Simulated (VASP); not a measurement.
Write the native input for VASP 6.6.1 that does the following.

```yaml
Task: single point
Functional: LDA
Potentials_or_basis: VASP PAW LDA potentials, release 64 (Si, O_h)
Cutoff: 910 eV
k_mesh: 6 × 6 × 10
Occupations: gaussian, width 0.05 eV
Spin: no spin polarisation
Dipole_correction: no
Further_INCAR_settings: ALGO = Normal; EDIFF = 1e-06; NBANDS = 25
```

The structure of SiO2 lies in POSCAR:

```
SiO2
1.0
    4.3021659186      0.0000000000      0.0000000000
    0.0000000000      4.3021659186      0.0000000000
    0.0000000000      0.0000000000      2.5619398045
Si O
2 4
Direct
    0.5000000000      0.5000000000      0.5000000000
    0.0000000000      0.0000000000      0.0000000000
    0.6944252994      0.6944252994      0.0000000000
    0.1944252994      0.8055747006      0.5000000000
    0.3055747006      0.3055747006      0.0000000000
    0.8055747006      0.1944252994      0.5000000000
```

These files were run (other wordings do the same):

INCAR

```
PREC = Accurate ; ENCUT = 910
EDIFF = 1E-6 ; ISMEAR = 0
SIGMA = 0.05 ; LREAL = F
LASPH = T ; NELM = 120
ALGO = Normal ; ISIF = 2
LWAVE = F ; LCHARG = T
LELF = T ; LVHAR = T
NBANDS = 25 ; GGA_COMPAT = F
```

KPOINTS

```
regular mesh
0
Gamma
  6 6 10
```

Potentials or basis: VASP PAW LDA potentials, release 64 (Si, O_h).

Launch:

```sh
$ cat potpaw_LDA.64/Si/POTCAR potpaw_LDA.64/O_h/POTCAR > POTCAR
$ mpirun -np 1 vasp_std > vasp.out
```

It gave:

```yaml
Pressure: -5.4 GPa
Largest_force: 0.683 eV/Å
Band_gap_on_the_k_mesh: 5.44 eV
```

Caveat: the cutoff is under 1.25 times the usual one of these potentials, so pressure, stress and relaxed cells hold a basis-set (Pulay) error; the cell stands under tension.

Wall time 2.6 min on 1 thread of Intel(R) Xeon(R) Platinum 8375C CPU @ 2.90GHz (Ice Lake), with other jobs on the host, peak memory 0.25 GiB.
